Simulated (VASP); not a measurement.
# FeS2 (Pa-3) in VASP: settings compared

The runs below take FeS2 through single point, with r2SCAN, PBE.

Program: VASP 6.6.1. These are calculated values, not measurements. Logs are shortened: lines on timing, memory, paths and dates and some standing lists are left out, and cuts for length are marked.

## 1. The cell of the first run

Symmetry: Pa-3, No. 205, cubic system. The conventional cell has a = 5.403 Å, b = 5.403 Å, c = 5.403 Å, α = 90.00°, β = 90.00°, γ = 90.00°. Within 3.0 Å of Fe (site symmetry -3) lie 6 S at 2.26 Å. S (site symmetry 3) has 1 S at 2.15 Å and 3 Fe at 2.26 Å within 2.8 Å.

## 2. Single point, r2SCAN

Contents of POSCAR:

```
FeS2
1.0
    5.4030117461      0.0000000000      0.0000000000
    0.0000000000      5.4030117461      0.0000000000
    0.0000000000      0.0000000000      5.4030117461
Fe S
4 8
Direct
    0.0000000000      0.5000000000      0.5000000000
    0.5000000000      0.5000000000      0.0000000000
    0.5000000000      0.0000000000      0.5000000000
    0.0000000000      0.0000000000      0.0000000000
    0.3849931412      0.1150068588      0.8849931412
    0.1150068588      0.8849931412      0.3849931412
    0.8849931412      0.3849931412      0.1150068588
    0.6150068588      0.6150068588      0.6150068588
    0.3849931412      0.3849931412      0.3849931412
    0.1150068588      0.6150068588      0.8849931412
    0.8849931412      0.1150068588      0.6150068588
    0.6150068588      0.8849931412      0.1150068588
```

Contents of INCAR.step1:

```
SYSTEM = FeS2
PREC = Accurate ; ENCUT = 660
ISMEAR = -1 ; SIGMA = 0.02
LREAL = .False. ; LASPH = .True.
NELM = 120 ; NBANDS = 52
GGA = PE ; ALGO = Normal
EDIFF = 1E-5 ; LWAVE = .True.
LCHARG = .False. ; GGA_COMPAT = .False.
```

Contents of INCAR.step2:

```
SYSTEM = FeS2
PREC = Accurate ; ENCUT = 660
EDIFF = 1E-6 ; ISMEAR = -1
SIGMA = 0.02 ; LREAL = .False.
LASPH = .True. ; NELM = 120
ALGO = Normal ; ISIF = 2
LWAVE = .False. ; LCHARG = .False.
METAGGA = R2SCAN ; LMIXTAU = .True.
NBANDS = 52 ; ISTART = 1
GGA_COMPAT = .False.
```

Contents of KPOINTS:

```
regular mesh
0
Gamma
  4 4 4
  0 0 0
```

Potentials or basis: VASP PAW PBE potentials, release 64 (Fe, S).

The run is started by

```sh
> cat potpaw_PBE.64/Fe/POTCAR potpaw_PBE.64/S/POTCAR > POTCAR
> cp INCAR.step1 INCAR
> mpirun -np 1 vasp_std > vasp.out
> cp INCAR.step2 INCAR
> mpirun -np 1 vasp_std > vasp.out
```

OUTCAR:

```text
SYSTEM = FeS2
   PREC = Accurate
   ENCUT = 660
   EDIFF = 1E-6
   ISMEAR = -1
   LREAL = .False.
   LASPH = .True.
   NELM = 120
   ISIF = 2
   METAGGA = R2SCAN
   ISTART = 1

 ion  position               nearest neighbor table
   1  0.000  0.500  0.500-   6 2.26   7 2.26   8 2.26   9 2.26  10 2.26  11 2.26
   2  0.500  0.500  0.000-   5 2.26   7 2.26   8 2.26   9 2.26  10 2.26  12 2.26
   3  0.500  0.000  0.500-   5 2.26   6 2.26   8 2.26   9 2.26  11 2.26  12 2.26
   4  0.000  0.000  0.000-   5 2.26   6 2.26   7 2.26  10 2.26  11 2.26  12 2.26
   5  0.385  0.115  0.885-  12 2.15   3 2.26   4 2.26   2 2.26
   6  0.115  0.885  0.385-  11 2.15   3 2.26   4 2.26   1 2.26
   7  0.885  0.385  0.115-  10 2.15   2 2.26   4 2.26   1 2.26
   8  0.615  0.615  0.615-   9 2.15   2 2.26   3 2.26   1 2.26
   9  0.385  0.385  0.385-   8 2.15   2 2.26   3 2.26   1 2.26
  10  0.115  0.615  0.885-   7 2.15   2 2.26   4 2.26   1 2.26
  11  0.885  0.115  0.615-   6 2.15   3 2.26   4 2.26   1 2.26
  12  0.615  0.885  0.115-   5 2.15   3 2.26   4 2.26   2 2.26

  LATTYP: Found a simple cubic cell.
 ALAT       =     5.4030117461

  Lattice vectors:

 A1 = (   5.4030117461,   0.0000000000,   0.0000000000)
 A2 = (   0.0000000000,   5.4030117461,   0.0000000000)
 A3 = (   0.0000000000,   0.0000000000,   5.4030117461)

Analysis of symmetry for initial positions (statically):
=====================================================================
 Subroutine PRICEL returns:
 Original cell was already a primitive cell.

 Routine SETGRP: Setting up the symmetry group for a
 simple cubic supercell.

 Subroutine GETGRP returns: Found 24 space group operations
 (whereof  6 operations were pure point group operations)
 out of a pool of 48 trial point group operations.

The static configuration has the point symmetry S_6 .
 The point group associated with its full space group is T_h .

Analysis of symmetry for dynamics (positions and initial velocities):
=====================================================================
 Subroutine PRICEL returns:
 Original cell was already a primitive cell.

 Routine SETGRP: Setting up the symmetry group for a
 simple cubic supercell.

 Subroutine GETGRP returns: Found 24 space group operations
 (whereof  6 operations were pure point group operations)
 out of a pool of 48 trial point group operations.

The dynamic configuration has the point symmetry S_6 .
 The point group associated with its full space group is T_h .

 Subroutine INISYM returns: Found 24 space group operations
 (whereof  6 operations are pure point group operations),
 and found     1 'primitive' translations

----------------------------------------------------------------------------------------

                                     Primitive cell

  volume of cell :     157.7276

  direct lattice vectors                    reciprocal lattice vectors
     5.403011746  0.000000000  0.000000000     0.185081959  0.000000000  0.000000000
     0.000000000  5.403011746  0.000000000     0.000000000  0.185081959  0.000000000
     0.000000000  0.000000000  5.403011746     0.000000000  0.000000000  0.185081959

  length of vectors
     5.403011746  5.403011746  5.403011746     0.185081959  0.185081959  0.185081959

  position of ions in fractional coordinates (direct lattice)
     0.000000000  0.500000000  0.500000000
     0.500000000  0.500000000  0.000000000
     0.500000000  0.000000000  0.500000000
     0.000000000  0.000000000  0.000000000
     0.384993141  0.115006859  0.884993141
     0.115006859  0.884993141  0.384993141
     0.884993141  0.384993141  0.115006859
     0.615006859  0.615006859  0.615006859
     0.384993141  0.384993141  0.384993141
     0.115006859  0.615006859  0.884993141
     0.884993141  0.115006859  0.615006859
     0.615006859  0.884993141  0.115006859

  ion indices of the primitive-cell ions
   primitive index   ion index
                 1           1
                 2           2
                 3           3
                 4           4
                 5           5
                 6           6
                 7           7
                 8           8
                 9           9
                10          10
                11          11
                12          12

----------------------------------------------------------------------------------------

 KPOINTS: regular mesh

Automatic generation of k-mesh.
 Grid dimensions read from file:
 generate k-points for:    4    4    4

 Generating k-lattice:

  Cartesian coordinates                     Fractional coordinates (reciprocal lattice)
     0.046270490  0.000000000  0.000000000     0.250000000  0.000000000  0.000000000
     0.000000000  0.046270490  0.000000000     0.000000000  0.250000000  0.000000000
     0.000000000  0.000000000  0.046270490     0.000000000  0.000000000  0.250000000

  Length of vectors
     0.046270490  0.046270490  0.046270490

  Shift w.r.t. Gamma in fractional coordinates (k-lattice)
     0.000000000  0.000000000  0.000000000

 Subroutine IBZKPT returns following result:
 ===========================================

 Found     11 irreducible k-points:

 Following reciprocal coordinates:
            Coordinates               Weight
  0.000000  0.000000  0.000000      1.000000
  0.250000  0.000000  0.000000      6.000000
  0.500000  0.000000  0.000000      3.000000
  0.250000  0.250000  0.000000     12.000000
  0.500000  0.250000  0.000000      6.000000
 -0.250000  0.500000  0.000000      6.000000
  0.500000  0.500000  0.000000      3.000000
  0.250000  0.250000  0.250000      8.000000
  0.500000  0.250000  0.250000     12.000000
  0.500000  0.500000  0.250000      6.000000
  0.500000  0.500000  0.500000      1.000000
   k-points           NKPTS =     11   k-points in BZ     NKDIM =     11   number of bands    NBANDS=     52
   number of dos      NEDOS =    301   number of ions     NIONS =     12
   total plane-waves  NPLWV = 110592
   dimension x,y,z NGX =    48 NGY =   48 NGZ =   48
   dimension x,y,z NGXF=    96 NGYF=   96 NGZF=   96
   ions per type =               4   8
   NGX,Y,Z   is equivalent  to a cutoff of  14.77, 14.77, 14.77 a.u.
   NGXF,Y,Z  is equivalent  to a cutoff of  29.54, 29.54, 29.54 a.u.
 SYSTEM =  FeS2
   PREC   = accura    normal or accurate (medium, high low for compatibility)
   ISTART =      1    job   : 0-new  1-cont  2-samecut
   ICHARG =      0    charge: 1-file 2-atom 10-const
   ISPIN  =      1    spin polarized calculation?
   LNONCOLLINEAR =      F non collinear calculations
   LSORBIT =      F    spin-orbit coupling
   LASPH  =      T    aspherical Exc in radial PAW
   ENCUT  =  660.0 eV  48.51 Ry    6.96 a.u.  11.32 11.32 11.32*2*pi/ulx,y,z
   NELM   =    120;   NELMIN=  2; NELMDL=  0     # of ELM steps
   EDIFF  = 0.1E-05   stopping-criterion for ELM
   LREAL  =      F    real-space projection
[... 7 lines left out ...]
   TEBEG  =    0.0;   TEEND  =   0.0 temperature during run
   PSTRESS=    0.0 pullay stress
   NELECT =      80.0000    total number of electrons
   NUPDOWN=      -1.0000    fix difference up-down
   EMIN   =  10.00;   EMAX   =-10.00  energy-range for DOS
   EFERMI =   0.00;   METHOD = LEGACY
   ISMEAR =    -1;   SIGMA  =   0.02  broadening in eV -4-tet -1-fermi 0-gaus
   EFERMI_NEDOS =   21; number of points for ismear=-14 and -15
   IALGO  =     38    algorithm
   IMIX   =      4    mixing-type and parameters
     AMIX     =   0.40;   BMIX     =  1.00
     AMIX_MAG =   1.60;   BMIX_MAG =  1.00
  volume/ion in A,a.u.               =      13.14        88.70
  Fermi-wavevector in a.u.,A,eV,Ry     =   1.305576  2.467181 23.191530  1.704529
  Thomas-Fermi vector in A             =   2.436436
   LORBIT       =      0    0 simple, 1 ext, 2 COOP (PROOUT), +10 PAW based schemes
   METAGGA = R2SCAN    functional components
   LHFCALC =     F    Hartree Fock is set to
   AEXX    =    0.0000 exact exchange contribution
   IVDW    =     0    specifies the selected vdW correction
   LEPSILON=     F    determine dielectric tensor
   LRPA    =     F    only Hartree local field effects (RPA)
 non-spin polarized calculation
  energy-cutoff  :      660.00
  volume of cell :      157.73
 maximum number of plane-waves:      6091
 NGX is ok and might be reduce to    48
   NGX = 23   NGY = 23   NGZ = 23

 number of electron      79.9999990 magnetization

 Free energy of the ion-electron system (eV)
  ---------------------------------------------------
  ext. energy  EPLUGINS =         0.00000000
  ---------------------------------------------------
  free energy    TOTEN  =      -127.63039167 eV

  energy without entropy =     -127.63039167  energy(sigma->0) =     -127.63039167

 E-fermi :   8.1380     XC(G=0): -12.6269

 val. band max:        7.6682804730   @ k =   0.5000   0.0000   0.0000
 cond. band min:       8.6144443646   @ k =   0.0000   0.0000   0.0000
 fundamental gap:      0.9461638916
 Fermi energy:         8.1380108019

 k-point     1 :       0.0000    0.0000    0.0000
  band No.  band energies     occupation
      1      -9.8560      2.00000
      2      -7.6586      2.00000
      3      -7.6586      2.00000
      4      -7.6586      2.00000
      5      -5.0383      2.00000
      6      -5.0383      2.00000
[... 44 lines left out ...]
     51      12.1132      0.00000
     52      12.1132      0.00000

 k-point     2 :       0.2500    0.0000    0.0000
  band No.  band energies     occupation
      1      -9.6172      2.00000
      2      -8.1169      2.00000
      3      -7.6074      2.00000
      4      -7.6039      2.00000
      5      -4.9632      2.00000
      6      -4.9211      2.00000
[... 44 lines left out ...]
     51      11.6568      0.00000
     52      12.0164      0.00000
[... 438 lines left out ...]
     51      11.2336      0.00000
     52      11.2336      0.00000

 k-point    11 :       0.5000    0.5000    0.5000
  band No.  band energies     occupation
      1      -8.0539      2.00000
      2      -8.0539      2.00000
      3      -8.0539      2.00000
      4      -8.0539      2.00000
      5      -5.3621      2.00000
      6      -5.3621      2.00000
[... 44 lines left out ...]
     51      11.3170      0.00000
     52      11.3170      0.00000

------------------------ aborting loop because EDIFF is reached ----------------------------------------

  FORCE on cell =-STRESS in cart. coord.  units (eV):
  Direction    XX          YY          ZZ          XY          YZ          ZX
  --------------------------------------------------------------------------------------
  -------------------------------------------------------------------------------------
  Total        0.0114259      0.0114259      0.0114259      0.0000000      0.0000000      0.0000000
  in kB        0.1160626      0.1160626      0.1160626      0.0000000      0.0000000      0.0000000
  external PRESSURE =       0.1160626 kB  Pullay stress =       0.0000000 kB

 VOLUME and BASIS-vectors are now :
 -----------------------------------------------------------------------------
  energy-cutoff  :      660.00
  volume of cell :      157.73
      direct lattice vectors                 reciprocal lattice vectors
     5.403011746  0.000000000  0.000000000     0.185081959  0.000000000  0.000000000
     0.000000000  5.403011746  0.000000000     0.000000000  0.185081959  0.000000000
     0.000000000  0.000000000  5.403011746     0.000000000  0.000000000  0.185081959

 POSITION                                       TOTAL-FORCE (eV/Angst)
 -----------------------------------------------------------------------------------
      0.00000      2.70151      2.70151         0.000000      0.000000      0.000000
      2.70151      2.70151      0.00000         0.000000      0.000000      0.000000
      2.70151      0.00000      2.70151         0.000000      0.000000      0.000000
      0.00000      0.00000      0.00000         0.000000      0.000000      0.000000
      2.08012      0.62138      4.78163         0.049956     -0.049956      0.049956
      0.62138      4.78163      2.08012        -0.049956      0.049956      0.049956
      4.78163      2.08012      0.62138         0.049956      0.049956     -0.049956
      3.32289      3.32289      3.32289        -0.049956     -0.049956     -0.049956
      2.08012      2.08012      2.08012         0.049956      0.049956      0.049956
      0.62138      3.32289      4.78163        -0.049956     -0.049956      0.049956
      4.78163      0.62138      3.32289         0.049956     -0.049956     -0.049956
      3.32289      4.78163      0.62138        -0.049956      0.049956     -0.049956
 -----------------------------------------------------------------------------------
    total drift:                                0.000000      0.000000      0.000000

  FREE ENERGIE OF THE ION-ELECTRON SYSTEM (eV)
  ---------------------------------------------------
  free  energy   TOTEN  =      -127.6303916685 eV

  energy  without entropy=     -127.6303916685  energy(sigma->0) =     -127.63039167
```

Run time: 4 min. Hardware: 1 thread of Intel Xeon 6975P-C (Granite Rapids), shared host; peak memory 0.4 GiB.

What came out:

| Property | Result |
| --- | --- |
| Free energy | -127.6304 eV |
| Pressure | 0.0 GPa |
| Largest force | 0.087 eV/Å |
| Band gap on the k mesh | 0.95 eV (least direct gap 1.01 eV) |

Forces in eV/Å, atoms in the order of the input:
```
Fe   0.000  0.000  0.000
Fe   0.000  0.000  0.000
Fe   0.000  0.000  0.000
Fe   0.000  0.000  0.000
S    0.050 -0.050  0.050
S   -0.050  0.050  0.050
S    0.050  0.050 -0.050
S   -0.050 -0.050 -0.050
S    0.050  0.050  0.050
S   -0.050 -0.050  0.050
S    0.050 -0.050 -0.050
S   -0.050  0.050 -0.050
```

Levels at points of the mesh, in eV from the valence-band top:
```tsv
k point	band 37	band 38	band 39	band 40	band 41	band 42	band 43	band 44
(0.00, 0.00, 0.00)	-0.16	-0.16	-0.16	-0.06	0.95	2.00	2.00	2.00
(0.50, 0.00, 0.00)	-0.12	-0.12	0.00	0.00	2.07	2.07	2.08	2.08
(0.50, 0.50, 0.00)	-0.09	-0.09	-0.09	-0.09	2.29	2.29	2.29	2.29
(0.50, 0.50, 0.50)	-0.34	-0.34	-0.34	-0.34	2.00	2.00	2.00	2.00
```

Caveat: the PAW data sets were made with another functional, which shifts forces and pressure a little. A k mesh can miss the band edges.

## 3. Single point, PBE

Contents of INCAR:

```
  PREC = Accurate
  ENCUT = 600
  EDIFF = 1E-6
  ISMEAR = -1
  SIGMA = 0.02
  LREAL = F
  LASPH = T
  NELM = 120
  ALGO = Normal
  ISIF = 2
  LWAVE = F
  LCHARG = F
  GGA = PE
  NBANDS = 52
  GGA_COMPAT = F
```

Contents of KPOINTS:

```
Automatic mesh
0
Gamma
  6 6 6
```

POSCAR is that of step 2.

Potentials or basis: VASP PAW PBE potentials, release 64 (Fe, S).

The run is started by

```sh
> cat potpaw_PBE.64/Fe/POTCAR potpaw_PBE.64/S/POTCAR > POTCAR
> mpirun -np 1 vasp_std > vasp.out
```

It took 2.5 min on 1 thread of Intel Xeon 6975P-C (Granite Rapids), shared host; peak memory 0.42 GiB.

Results (log left out):

```yaml
Free_energy: -72.1020 eV
Pressure: 0.4 GPa
Largest_force: 0.279 eV/Å
Band_gap_on_the_k_mesh: 0.64 eV (least direct gap 0.68 eV)
```

Forces in eV/Å, atoms in the order of the input:
```
Fe   0.000  0.000  0.000
Fe   0.000  0.000  0.000
Fe   0.000  0.000  0.000
Fe   0.000  0.000  0.000
S   -0.161  0.161 -0.161
S    0.161 -0.161 -0.161
S   -0.161 -0.161  0.161
S    0.161  0.161  0.161
S   -0.161 -0.161 -0.161
S    0.161  0.161 -0.161
S   -0.161  0.161  0.161
S    0.161 -0.161  0.161
```

Levels at points of the mesh, in eV from the valence-band top:
```tsv
k point	band 36	band 37	band 38	band 39	band 40	band 41	band 42	band 43	band 44	band 45
(0.00, 0.00, 0.00)	-0.31	-0.31	-0.31	-0.31	-0.04	0.64	1.56	1.56	1.56	3.23
(0.50, 0.00, 0.00)	-0.36	-0.14	-0.14	-0.01	-0.01	1.57	1.57	1.75	1.75	2.40
(0.50, 0.50, 0.00)	-0.39	-0.12	-0.12	-0.12	-0.12	1.88	1.88	1.88	1.88	1.91
(0.50, 0.50, 0.50)	-1.00	-0.34	-0.34	-0.34	-0.34	1.46	1.46	1.46	1.46	2.44
```
